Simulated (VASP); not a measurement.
A run of VASP 6.6.1:

The input INCAR:

```
  PREC = Accurate
  ENCUT = 520
  EDIFF = 1E-6
  ISMEAR = 0
  SIGMA = 0.1
  LREAL = F
  LASPH = T
  NELM = 80
  ALGO = Normal
  ISIF = 2
  LWAVE = F
  LCHARG = F
  GGA = PE
  NBANDS = 18
```

The input KPOINTS:

```
regular mesh
0
Gamma
  12 12 12
```

Contents of POSCAR:

```
CsTl
1.0
    4.4690500391      0.0000000000      0.0000000000
    0.0000000000      4.4690500391      0.0000000000
    0.0000000000      0.0000000000      4.4690500391
Cs Tl
1 1
Direct
    0.5000000000      0.5000000000      0.5000000000
    0.0000000000      0.0000000000      0.0000000000
```

Potentials or basis: VASP PAW PBE potentials, release 64 (Cs_sv, Tl_d).

Command:

```console
$ cat potpaw_PBE.64/Cs_sv/POTCAR potpaw_PBE.64/Tl_d/POTCAR > POTCAR
$ mpirun -np 1 vasp_std > vasp.out
```

Hardware: 1 thread of Intel(R) Xeon(R) Platinum 8375C CPU @ 2.90GHz (Ice Lake), on a shared host.

Q: How long does it take, and how much memory?

A: It took 83 s on 1 thread of Intel(R) Xeon(R) Platinum 8375C CPU @ 2.90GHz (Ice Lake), on a shared host, peak memory 0.29 GiB. Counts: scf iterations 12, k points 84.
